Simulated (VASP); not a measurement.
## Ru: single point with PBE

The system is Ru.

```
Ru
1.0
    -2.99591    2.58923    1.31460
     2.58923   -2.99591    1.31460
     2.25071    2.25071   -2.05943
Ru
2
Direct
  0.98079 0.01921 0.00000
  0.76921 0.23079 0.50000
```

```json
{
 "Program": "VASP 6.6.1",
 "Task": "single point",
 "Functional": "PBE",
 "Potentials or basis": "VASP PAW PBE potentials, release 64 (Ru_pv)",
 "Cutoff": "500 eV",
 "k mesh": "19 × 19 × 13",
 "Occupations": "fermi-dirac, width 0.1 eV",
 "Spin": "no spin polarisation",
 "Dipole correction": "no",
 "Further INCAR settings": "ALGO = Normal; EDIFF = 1e-06; NBANDS = 21"
}
```

```json
{"Pressure": "12.4 GPa", "Largest force": "0.351 eV/Å", "Band gap on the k mesh": "zero (bands 14 and 15 overlap by 2.69 eV)"}
```

Forces in eV/Å, atoms in the order of the input:
```
Ru  -0.248  0.248  0.000
Ru   0.248 -0.248  0.000
```

Stress tensor (GPa, compression positive):
```
13.07 -0.02  0.37
-0.02 13.07  0.37
 0.37  0.37 10.94
```

Levels at points of the mesh, in eV from the Fermi level:
| k point | band 12 | band 13 | band 14 | band 15 | band 16 | band 17 |
| --- | --- | --- | --- | --- | --- | --- |
| (0.00, 0.00, 0.00) | -1.58 | -1.10 | -0.08 | 0.13 | 1.34 | 2.30 |

Run time: 10 min on 1 thread of Oxide Virtual Turin-like Processor (shared host), peak memory 0.59 GiB.

Caveat: the cell stands under pressure.
